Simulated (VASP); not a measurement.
Set up this calculation in VASP 6.6.1, as the native input.

| Property | Result |
| --- | --- |
| Task | single point |
| Functional | PBE |
| Potentials or basis | VASP PAW PBE potentials, release 64 (Ga_d) |
| Cutoff | 520 eV |
| k mesh | 9 × 9 × 12 |
| Occupations | fermi-dirac, width 0.1 eV |
| Spin | no spin polarisation |
| Dipole correction | no |
| Further INCAR settings | ALGO = Normal; EDIFF = 1e-07; NBANDS = 26 |

The structure of Ga lies in POSCAR:

```
Ga
1.0
    4.3131842804      0.0000000000      0.0000000000
   -2.1565921402      3.7353271580      0.0000000000
    0.0000000000      0.0000000000      2.5327375001
Ga
3
Direct
    0.0000000000      0.0000000000      0.0000000000
    0.3333333333      0.6666666667      0.5000000000
    0.6666666667      0.3333333333      0.5000000000
```

The input as run:

INCAR

```
PREC = Accurate ; ENCUT = 520
EDIFF = 1E-7 ; ISMEAR = -1
SIGMA = 0.1 ; LREAL = F
LASPH = T ; NELM = 100
ALGO = Normal ; ISIF = 2
LWAVE = F ; LCHARG = F
GGA = PE ; NBANDS = 26
```

KPOINTS

```
Automatic mesh
0
Gamma
  9 9 12
```

Potentials or basis: VASP PAW PBE potentials, release 64 (Ga_d).

Command:

```bash
$ cat potpaw_PBE.64/Ga_d/POTCAR > POTCAR
$ mpirun -np 1 vasp_std > vasp.out
```

It gave:

The pressure is 39.2 GPa.

It took 67 s on 1 thread of Intel(R) Xeon(R) Platinum 8488C (Sapphire Rapids), with other jobs on the host, peak memory 0.19 GiB.
